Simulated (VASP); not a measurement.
# Na (Im-3m) in VASP: notebook

The runs below take Na through relaxation of cell and atoms, with PBEsol.

All numbers are computed with VASP 6.6.1; they aren't measurements. Logs are shortened: lines on timing, memory, paths and dates and some standing lists are left out, and cuts for length are marked.

## (1) The cell of the first run

Symmetry: Im-3m, No. 229, cubic system. The conventional cell has a = 4.282 Å, b = 4.282 Å, c = 4.282 Å, α = 90.00°, β = 90.00°, γ = 90.00°. Na (site symmetry m-3m) has 14 Na at 3.71 to 4.28 Å within 4.9 Å.

## (2) Relaxation of cell and atoms, PBEsol, target pressure 5 GPa, at which the enthalpy is minimised

INCAR reads:

```
PREC = Accurate
ENCUT = 600
EDIFF = 1E-7
ISMEAR = -1
SIGMA = 0.05
LREAL = False
LASPH = True
NELM = 80
ALGO = Normal
ISIF = 3
LWAVE = False
LCHARG = False
GGA = PS
IBRION = 2
NSW = 80
EDIFFG = -0.02
PSTRESS = 50.0
```

KPOINTS reads:

```
Automatic mesh
0
Gamma
  9 9 9
```

POSCAR reads:

```
Na
1.0
   -2.1410000000      2.1410000000      2.1410000000
    2.1410000000     -2.1410000000      2.1410000000
    2.1410000000      2.1410000000     -2.1410000000
Na
1
Direct
    0.0000000000      0.0000000000      0.0000000000
```

Potentials or basis: VASP PAW PBE potentials, release 64 (Na_pv).

On the command line:

```sh
$ cat potpaw_PBE.64/Na_pv/POTCAR > POTCAR
$ mpirun -np 1 vasp_std > vasp.out
```

OUTCAR:

```text
PREC = Accurate
   ENCUT = 600
   EDIFF = 1E-7
   ISMEAR = -1
   LREAL = False
   LASPH = True
   NELM = 80
   ISIF = 3
   GGA = PS
   IBRION = 2
   NSW = 80
   EDIFFG = -0.02
   PSTRESS = 50.0

 ion  position               nearest neighbor table
   1  0.000  0.000  0.000-

  LATTYP: Found a body centered cubic cell.
 ALAT       =     4.2820000000

  Lattice vectors:

 A1 = (  -2.1410000000,   2.1410000000,   2.1410000000)
 A2 = (   2.1410000000,  -2.1410000000,   2.1410000000)
 A3 = (   2.1410000000,   2.1410000000,  -2.1410000000)

Analysis of symmetry for initial positions (statically):
=====================================================================
 Subroutine PRICEL returns:
 Original cell was already a primitive cell.

 Routine SETGRP: Setting up the symmetry group for a
 body centered cubic supercell.

 Subroutine GETGRP returns: Found 48 space group operations
 (whereof 48 operations were pure point group operations)
 out of a pool of 48 trial point group operations.

The static configuration has the point symmetry O_h .

Analysis of symmetry for dynamics (positions and initial velocities):
=====================================================================
 Subroutine PRICEL returns:
 Original cell was already a primitive cell.

 Routine SETGRP: Setting up the symmetry group for a
 body centered cubic supercell.

 Subroutine GETGRP returns: Found 48 space group operations
 (whereof 48 operations were pure point group operations)
 out of a pool of 48 trial point group operations.

The dynamic configuration has the point symmetry O_h .

 Subroutine INISYM returns: Found 48 space group operations
 (whereof 48 operations are pure point group operations),
 and found     1 'primitive' translations

----------------------------------------------------------------------------------------

                                     Primitive cell

  volume of cell :      39.2564

  direct lattice vectors                    reciprocal lattice vectors
    -2.141000000  2.141000000  2.141000000     0.000000000  0.233535731  0.233535731
     2.141000000 -2.141000000  2.141000000     0.233535731  0.000000000  0.233535731
     2.141000000  2.141000000 -2.141000000     0.233535731  0.233535731  0.000000000

  length of vectors
     3.708320779  3.708320779  3.708320779     0.330269398  0.330269398  0.330269398

  position of ions in fractional coordinates (direct lattice)
     0.000000000  0.000000000  0.000000000

  ion indices of the primitive-cell ions
   primitive index   ion index
                 1           1

----------------------------------------------------------------------------------------

 KPOINTS: Automatic mesh

Automatic generation of k-mesh.
 Grid dimensions read from file:
 generate k-points for:    9    9    9

 Generating k-lattice:

  Cartesian coordinates                     Fractional coordinates (reciprocal lattice)
     0.000000000  0.025948415  0.025948415     0.111111111  0.000000000  0.000000000
     0.025948415  0.000000000  0.025948415     0.000000000  0.111111111  0.000000000
     0.025948415  0.025948415  0.000000000     0.000000000  0.000000000  0.111111111

  Length of vectors
     0.036696600  0.036696600  0.036696600

  Shift w.r.t. Gamma in fractional coordinates (k-lattice)
     0.000000000  0.000000000  0.000000000

 Subroutine IBZKPT returns following result:
 ===========================================

 Found     35 irreducible k-points:

 Following reciprocal coordinates:
            Coordinates               Weight
  0.000000  0.000000  0.000000      1.000000
  0.111111  0.000000  0.000000     12.000000
  0.222222  0.000000  0.000000     12.000000
  0.333333  0.000000  0.000000     12.000000
  0.444444  0.000000  0.000000     12.000000
  0.111111  0.111111  0.000000     24.000000
[... 16 lines left out ...]
 -0.333333  0.444444  0.111111     48.000000
 -0.444444 -0.444444  0.111111     24.000000
 [... further k-points ...]
   k-points           NKPTS =     35   k-points in BZ     NKDIM =     35   number of bands    NBANDS=      7
[... 33 lines left out ...]
   EFERMI_NEDOS =   21; number of points for ismear=-14 and -15
   IALGO  =     38    algorithm
   IMIX   =      4    mixing-type and parameters
     AMIX     =   0.40;   BMIX     =  1.00
     AMIX_MAG =   1.60;   BMIX_MAG =  1.00
  volume/ion in A,a.u.               =      39.26       264.91
  Fermi-wavevector in a.u.,A,eV,Ry     =   0.921448  1.741284 11.552251  0.849066
  Thomas-Fermi vector in A             =   2.046866
   LORBIT       =      0    0 simple, 1 ext, 2 COOP (PROOUT), +10 PAW based schemes
   GGA     = PS    functional components
   LHFCALC =     F    Hartree Fock is set to
   AEXX    =    0.0000 exact exchange contribution
   IVDW    =     0    specifies the selected vdW correction
   LEPSILON=     F    determine dielectric tensor
   LRPA    =     F    only Hartree local field effects (RPA)
 conjugate gradient relaxation of ions
 non-spin polarized calculation
  energy-cutoff  :      600.00
  volume of cell :       39.26
 maximum number of plane-waves:      1329
 NGX is ok and might be reduce to    30
   NGX = 15   NGY = 15   NGZ = 15

--------------------------------------- Ionic step        1  -------------------------------------------

 number of electron       7.0000007 magnetization

 Free energy of the ion-electron system (eV)
  ---------------------------------------------------
  ext. energy  EPLUGINS =         0.00000000
  ---------------------------------------------------
  free energy    TOTEN  =        -1.40073616 eV

  energy without entropy =       -1.39744146  energy(sigma->0) =       -1.39908881

------------------------ aborting loop because EDIFF is reached ----------------------------------------

  FORCE on cell =-STRESS in cart. coord.  units (eV):
  Direction    XX          YY          ZZ          XY          YZ          ZX
  --------------------------------------------------------------------------------------
  -------------------------------------------------------------------------------------
  Total       -0.1365319     -0.1365319     -0.1365319     -0.0000000     -0.0000000      0.0000000
  in kB       -5.5723045     -5.5723045     -5.5723045     -0.0000000     -0.0000000      0.0000000
  external PRESSURE =     -55.5723045 kB  Pullay stress =      50.0000000 kB
[... 133 lines left out ...]
  enthalpy is  TOTEN    =        -0.4774881775 eV   P V=        0.7989333357

--------------------------------------- Ionic step        5  -------------------------------------------

 number of electron       7.0000002 magnetization

 Free energy of the ion-electron system (eV)
  ---------------------------------------------------
  ext. energy  EPLUGINS =         0.00000000
  ---------------------------------------------------
  free energy    TOTEN  =        -1.28393672 eV

  energy without entropy =       -1.28125462  energy(sigma->0) =       -1.28259567

 E-fermi :   1.5353     XC(G=0):  -7.5452

 val. band max:        1.4304980848   @ k =  -0.3333   0.4444   0.1111
 cond. band min:       1.6714743375   @ k =   0.4444   0.0000   0.0000
 fundamental gap:      0.2409762527
 Fermi energy:         1.5352561813

 k-point     1 :       0.0000    0.0000    0.0000
  band No.  band energies     occupation
      1     -23.0426      2.00000
      2     -23.0426      2.00000
      3     -23.0426      2.00000
      4      -2.5713      2.00000
      5      15.8298      0.00000
      6      15.8298      0.00000
      7      15.8298      0.00000
[... 221 lines left out ...]
 k-point    24 :      -0.4444   -0.4444    0.1111
  band No.  band energies     occupation
      1     -23.1522      2.00000
      2     -23.0993      2.00000
      3     -23.0614      2.00000
      4       3.0660      0.00000
      5       3.8795      0.00000
      6       8.1939      0.00000
      7      12.5582      0.00000

 [... further k-points ...]

------------------------ aborting loop because EDIFF is reached ----------------------------------------

  FORCE on cell =-STRESS in cart. coord.  units (eV):
  Direction    XX          YY          ZZ          XY          YZ          ZX
  --------------------------------------------------------------------------------------
  -------------------------------------------------------------------------------------
  Total        0.8061909      0.8061909      0.8061909     -0.0000000     -0.0000000      0.0000000
  in kB       49.9933987     49.9933987     49.9933987     -0.0000000     -0.0000000      0.0000000
  external PRESSURE =      -0.0066013 kB  Pullay stress =      50.0000000 kB
[... 16 lines left out ...]
  FREE ENERGIE OF THE ION-ELECTRON SYSTEM (eV)
  ---------------------------------------------------
  free  energy   TOTEN  =        -1.2839367165 eV

  energy  without entropy=       -1.2812546182  energy(sigma->0) =       -1.28259567

  enthalpy is  TOTEN    =        -0.4776394093 eV   P V=        0.8062973072

 reached required accuracy - stopping structural energy minimisation
```

It took 50 s on 1 thread of AMD EPYC 7R13, shared host; peak memory 0.13 GiB.

Results:

| Item | Value |
| --- | --- |
| Free energy | -1.2839 eV |
| Relaxed volume | 25.84 Å³/atom |
| Relaxed cell | a = 3.226 Å, b = 3.226 Å, c = 3.226 Å, α = 109.47°, β = 109.47°, γ = 109.47° |
| Space group after relaxing (to 0.1 Å) | Im-3m (No. 229) |
| Energy change on relaxing (the run minimises the enthalpy) | +116.8 meV/atom |
| Ionic steps | 5 |
| Pressure after relaxing | 5.0 GPa |
| Band gap on the k mesh | zero (an odd number of electrons rules out a gap without spin polarisation) |

Step by step:
```
step  energy change (eV)  largest force (eV/Å)  pressure (GPa)  volume (Å³)
   1              0.0000                0.0000           -0.56        39.26
   2              0.0082                0.0000            1.20        32.02
   3              0.0746                0.0000            3.68        27.40
   4              0.1243                0.0000            5.19        25.60
   5              0.1168                0.0000            5.00        25.84
```

Final structure:
```
CELL_PARAMETERS angstrom
-1.86234 1.86234 1.86234
1.86234 -1.86234 1.86234
1.86234 1.86234 -1.86234
ATOMIC_POSITIONS crystal
Na 0.00000 0.00000 0.00000
```

Caveat: the cell is relaxed towards a set pressure, so the run minimises the enthalpy, not the energy; the volume moved by over 15 % at a fixed basis, so the end points are rough; the PAW data sets were made with another functional, which shifts forces and pressure a little.

## (3) Relaxation of cell and atoms, PBEsol, target pressure 10 GPa, at which the enthalpy is minimised

INCAR reads:

```
SYSTEM = Na
PREC     = Accurate       ! precision mode
ENCUT    = 600            ! plane-wave cutoff, eV
EDIFF    = 1E-7           ! SCF threshold, eV
ISMEAR   = -1             ! smearing method
SIGMA    = 0.05           ! smearing width, eV
LREAL    = .False.        ! projectors in reciprocal space
LASPH    = .True.         ! aspherical terms in the spheres
NELM     = 80             ! most SCF steps
ALGO     = Normal         ! electronic algorithm
ISIF     = 3              ! what is computed and relaxed
LWAVE    = .False.        ! write WAVECAR
LCHARG   = .False.        ! write CHGCAR
GGA      = PS             ! functional
IBRION   = 2              ! ionic algorithm
NSW      = 80             ! ionic steps
EDIFFG   = -0.02          ! ionic threshold
PSTRESS  = 100.0
```

KPOINTS reads:

```
regular mesh
0
Gamma
  9 9 9
  0 0 0
```

POSCAR is that of step 2.

Potentials or basis: VASP PAW PBE potentials, release 64 (Na_pv).

On the command line:

```sh
$ cat potpaw_PBE.64/Na_pv/POTCAR > POTCAR
$ mpirun -np 1 vasp_std > vasp.out
```

Run time: 44 s. Hardware: 1 thread of AMD EPYC 7R13, shared host; peak memory 0.14 GiB.

The run converged. Its results:

| Quantity | Value |
| --- | --- |
| Free energy | -1.1050 eV |
| Relaxed volume | 21.91 Å³/atom |
| Relaxed cell | a = 3.053 Å, b = 3.053 Å, c = 3.053 Å, α = 109.47°, β = 109.47°, γ = 109.47° |
| Space group after relaxing (to 0.1 Å) | Im-3m (No. 229) |
| Energy change on relaxing (the run minimises the enthalpy) | +295.7 meV/atom |
| Ionic steps | 4 |
| Pressure after relaxing | 10.1 GPa |
| Band gap on the k mesh | zero (an odd number of electrons rules out a gap without spin polarisation) |

Step by step:
```
step  energy change (eV)  largest force (eV/Å)  pressure (GPa)  volume (Å³)
   1              0.0000                0.0000           -0.56        39.26
   2              0.1025                0.0000            4.50        26.32
   3              0.2414                0.0000            8.60        22.84
   4              0.2957                0.0000           10.13        21.91
```

Final structure:
```
Na
1.0
    -1.76264    1.76264    1.76264
     1.76264   -1.76264    1.76264
     1.76264    1.76264   -1.76264
Na
1
Direct
  0.00000 0.00000 0.00000
```

Levels at points of the mesh, in eV from the Fermi level:
| k point | band 1 | band 2 | band 3 | band 4 | band 5 | band 6 |
| --- | --- | --- | --- | --- | --- | --- |
| (0.00, 0.00, 0.00) | -24.59 | -24.59 | -24.59 | -4.56 | 15.58 | 15.58 |

Caveat: the cell is relaxed towards a set pressure, so the run minimises the enthalpy, not the energy; the volume moved by over 15 % at a fixed basis, so the end points are rough; the PAW data sets were made with another functional, which shifts forces and pressure a little.

## (4) Relaxation of cell and atoms, PBEsol, target pressure 20 GPa, at which the enthalpy is minimised

INCAR reads:

```
ALGO     = Normal         # electronic algorithm
EDIFF    = 1E-6           # SCF threshold, eV
EDIFFG   = -0.02          # ionic threshold
ENCUT    = 600            # plane-wave cutoff, eV
GGA      = PS             # functional
IBRION   = 2              # ionic algorithm
ISIF     = 3              # what is computed and relaxed
ISMEAR   = -1             # smearing method
LASPH    = T              # aspherical terms in the spheres
LCHARG   = F              # write CHGCAR
LREAL    = F              # projectors in reciprocal space
LWAVE    = F              # write WAVECAR
NELM     = 100            # most SCF steps
NSW      = 80             # ionic steps
PREC     = Accurate       # precision mode
PSTRESS  = 200.0        
SIGMA    = 0.05           # smearing width, eV
```

KPOINTS reads:

```
k-points
0
Gamma
  9 9 9
```

POSCAR is that of step 3.

On the command line:

```sh
$ cat potpaw_PBE.64/Na_pv/POTCAR > POTCAR
$ mpirun -np 1 vasp_std > vasp.out
```

Wall time 86 s (1 thread of AMD EPYC 7R13, shared host); peak memory 0.14 GiB.

It converged, with:

```yaml
Free_energy: -0.7700 eV
Relaxed_volume: 18.18 Å³/atom
Relaxed_cell: a = 2.869 Å, b = 2.869 Å, c = 2.869 Å, α = 109.47°, β = 109.47°, γ = 109.47°
Space_group_after_relaxing_to_0.1_Å: Im-3m (No. 229)
Energy_change_on_relaxing_the_run_minimises_the_enthalpy: +630.7 meV/atom
Ionic_steps: 14
Pressure_after_relaxing: 19.8 GPa
Band_gap_on_the_k_mesh: zero (an odd number of electrons rules out a gap without spin polarisation)
```

The path:
| step | energy change (eV) | largest force (eV/Å) | pressure (GPa) | volume (Å³) |
| --- | --- | --- | --- | --- |
| 1 | 0.0000 | 0.0000 | -0.57 | 39.26 |
| 2 | 0.7901 | 0.0000 | 24.39 | 17.02 |
| 3 | 0.6530 | 0.0000 | 20.48 | 18.00 |
| 4 | 0.6130 | 0.0000 | 19.04 | 18.32 |
| 5 | 0.6138 | 0.0000 | 19.30 | 18.32 |
| 6 | 0.6158 | 0.0000 | 19.37 | 18.30 |
| 7 | 0.6159 | 0.0000 | 19.36 | 18.30 |
| 8 | 0.6160 | 0.0000 | 19.34 | 18.30 |
| 9 | 0.6162 | 0.0000 | 19.34 | 18.30 |
| 10 | 0.6167 | 0.0000 | 19.44 | 18.29 |
| 11 | 0.6176 | 0.0000 | 19.41 | 18.28 |
| 12 | 0.6195 | 0.0000 | 19.48 | 18.27 |
| 13 | 0.6232 | 0.0000 | 19.60 | 18.24 |
| 14 | 0.6307 | 0.0000 | 19.83 | 18.18 |

Final structure:
```xyz
1
Lattice="-1.6563 1.6563 1.6563 1.6563 -1.6563 1.6563 1.6563 1.6563 -1.6563" Properties=species:S:1:pos:R:3 pbc="T T T"
Na    0.0000    0.0000    0.0000
```

Levels at points of the mesh, in eV from the Fermi level:
```
           k point  band 1  band 2  band 3  band 4  band 5  band 6
(0.00, 0.00, 0.00)  -24.70  -24.70  -24.70   -5.13   17.11   17.11
```

Caveat: the cell is relaxed towards a set pressure, so the run minimises the enthalpy, not the energy; the volume moved by over 15 % at a fixed basis, so the end points are rough; the PAW data sets were made with another functional, which shifts forces and pressure a little.

## (5) Relaxation of cell and atoms, PBEsol, target pressure 30 GPa, at which the enthalpy is minimised

INCAR reads:

```
SYSTEM = Na
PREC = Accurate
ENCUT = 600
EDIFF = 1E-7
ISMEAR = -1
SIGMA = 0.05
LREAL = .FALSE.
LASPH = .TRUE.
NELM = 60
ALGO = Fast
ISIF = 3
LWAVE = .FALSE.
LCHARG = .FALSE.
GGA = PS
IBRION = 2
NSW = 80
EDIFFG = -0.02
PSTRESS = 300.0
```

KPOINTS reads:

```
regular mesh
0
G
  9 9 9
  0 0 0
```

POSCAR is that of step 4.

On the command line:

```sh
$ cat potpaw_PBE.64/Na_pv/POTCAR > POTCAR
$ mpirun -np 1 vasp_std > vasp.out
```

It took 99 s on 1 thread of AMD EPYC 7R13, shared host; peak memory 0.14 GiB.

Results (log left out):

```
Free energy                                                : -0.4364 eV
Relaxed volume                                             : 15.99 Å³/atom
Relaxed cell                                               : a = 2.749 Å, b = 2.749 Å, c = 2.749 Å, α = 109.47°, β = 109.47°, γ = 109.47°
Space group after relaxing (to 0.1 Å)                      : Im-3m (No. 229)
Energy change on relaxing (the run minimises the enthalpy) : +964.3 meV/atom
Ionic steps                                                : 7
Pressure after relaxing                                    : 30.0 GPa
Band gap on the k mesh                                     : zero (an odd number of electrons rules out a gap without spin polarisation)
```

Step by step:
```
step  energy change (eV)  largest force (eV/Å)  pressure (GPa)  volume (Å³)
   1              0.0000                0.0000           -0.48        39.26
   2              3.0934                0.0000          110.54        10.28
   3              0.8601                0.0000           26.66        16.58
   4              0.9397                0.0000           29.25        16.13
   5              1.0022                0.0000           31.22        15.80
   6              0.9526                0.0000           29.63        16.06
   7              0.9643                0.0000           29.97        15.99
```

Final structure:
```cif
data_structure
_symmetry_space_group_name_H-M 'P 1'
_symmetry_Int_Tables_number 1
_cell_length_a 2.7491
_cell_length_b 2.7491
_cell_length_c 2.7491
_cell_angle_alpha 109.471
_cell_angle_beta 109.471
_cell_angle_gamma 109.471
_cell_volume 15.99
loop_
_atom_site_label
_atom_site_type_symbol
_atom_site_fract_x
_atom_site_fract_y
_atom_site_fract_z
_atom_site_occupancy
Na1 Na 0.00000 0.00000 0.00000 1
```

Levels at points of the mesh, in eV from the Fermi level:
```
           k point  band 1  band 2  band 3  band 4  band 5  band 6
(0.00, 0.00, 0.00)  -24.86  -24.86  -24.86   -5.56   18.20   18.20
```

Caveat: the cell is relaxed towards a set pressure, so the run minimises the enthalpy, not the energy; the volume moved by over 15 % at a fixed basis, so the end points are rough; the PAW data sets were made with another functional, which shifts forces and pressure a little.

## (6) Summary

| cell | gap on the mesh (eV) | pressure (GPa) |
| --- | --- | --- |
| relaxed to 5 GPa | none | 5.0 |
| relaxed to 10 GPa | none | 10.1 |
| relaxed to 20 GPa | none | 19.8 |
| relaxed to 30 GPa | none | 30.0 |

Alike in all rows: task relaxation of cell and atoms; level PBEsol; potentials or basis VASP PAW PBE potentials, release 64 (Na_pv); no spin polarisation; k mesh 9 × 9 × 9; cutoff (eV) 600; smearing fermi-dirac 0.05 eV.

Caveats: the cell is relaxed towards a set pressure, so the run minimises the enthalpy, not the energy; the volume moved by over 15 % at a fixed basis, so the end points are rough; the PAW data sets were made with another functional, which shifts forces and pressure a little.

Absolute energies hang on the potentials; compare differences alone.
